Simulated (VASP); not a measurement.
A run of VASP 6.6.1:

The input INCAR:

```
PREC = Accurate ; ENCUT = 520
EDIFF = 1E-6 ; ISMEAR = 1
SIGMA = 0.1 ; LREAL = False
LASPH = True ; NELM = 100
ALGO = Normal ; ISIF = 2
LWAVE = False ; LCHARG = True
GGA = CA ; LELF = True
LVHAR = True ; NBANDS = 36
```

The input KPOINTS:

```
Automatic mesh
0
Gamma
  6 6 6
```

The input POSCAR:

```
TaRh3
1.0
    3.8728240145      0.0000000000      0.0000000000
    0.0000000000      3.8728240145      0.0000000000
    0.0000000000      0.0000000000      3.8728240145
Ta Rh
1 3
Direct
    0.0000000000      0.0000000000      0.0000000000
    0.0000000000      0.5000000000      0.5000000000
    0.5000000000      0.0000000000      0.5000000000
    0.5000000000      0.5000000000      0.0000000000
```

Potentials or basis: VASP PAW LDA potentials, release 64 (Ta_pv, Rh_pv).

Run with:

```sh
$ cat potpaw_LDA.64/Ta_pv/POTCAR potpaw_LDA.64/Rh_pv/POTCAR > POTCAR
$ mpirun -np 1 vasp_std > vasp.out
```

Hardware: 1 thread of Intel(R) Xeon(R) Platinum 8488C (Sapphire Rapids) (shared host).

How long does it take, and how much memory?

Run time: 27 s on 1 thread of Intel(R) Xeon(R) Platinum 8488C (Sapphire Rapids), on a shared host, peak memory 0.16 GiB. Counts: scf iterations 13, k points 20.
